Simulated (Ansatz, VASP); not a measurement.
**Ge in VASP and in Ansatz**

INCAR

```
PREC     = Accurate       # precision mode
ENCUT    = 520            # plane-wave cutoff, eV
EDIFF    = 1E-6           # SCF threshold, eV
ISMEAR   = -1             # smearing method
SIGMA    = 0.05           # smearing width, eV
LREAL    = False          # projectors in reciprocal space
LASPH    = True           # aspherical terms in the spheres
NELM     = 60             # most SCF steps
ALGO     = Normal         # electronic algorithm
ISIF     = 2              # what is computed and relaxed
LWAVE    = False          # write WAVECAR
LCHARG   = True           # write CHGCAR
GGA      = PE             # functional
LELF     = True           # ELF
LVHAR    = True         
NBANDS   = 13             # bands
```

Contents of KPOINTS:

```
Automatic mesh
0
Gamma
  13 13 13
```

File POSCAR:

```
Ge
1.0
    2.7120740320      0.0000000000      0.0000000000
    0.0000000000      2.7120740320      0.0000000000
    0.0000000000      0.0000000000      2.7120740320
Ge
1
Direct
    0.0000000000      0.0000000000      0.0000000000
```

Input for Ansatz:

```yaml
crystal:
  lattice:
    - [2.712074032, 0.0, 0.0]
    - [0.0, 2.712074032, 0.0]
    - [0.0, 0.0, 2.712074032]
  atoms:
    - { symbol: Ge, position: [0.0, 0.0, 0.0] }
kpoints:
  mp_grid: { grid: [13, 13, 13] }
scf:
  occupations: { method: fermi_dirac, width: 0.05 }
hamiltonian:
  xc: pbe
  pseudopotentials:
    kind: all_electron
    lapw: { basis_error: 0.00025 }
    nuclear_model: point
output:
  forces: true
  stress: true
  eigenvalues: true
```

Alike in both runs: task single point; functional PBE; k mesh 13 × 13 × 13; occupations fermi-dirac, width 0.05 eV; no spin polarisation.

|  | VASP | Ansatz |
| --- | --- | --- |
| version | VASP 6.6.1 | Ansatz 0.2.0 |
| potentials or method | VASP PAW PBE potentials, release 64 (Ge_d), cutoff 520 eV | all-electron LAPW, scalar-relativistic |

|  | VASP | Ansatz | Ansatz less VASP |
| --- | --- | --- | --- |
| pressure (GPa) | -0.1 | 0.0 | +0.12 |

Ansatz ran all-electron here, and VASP with PAW potentials.
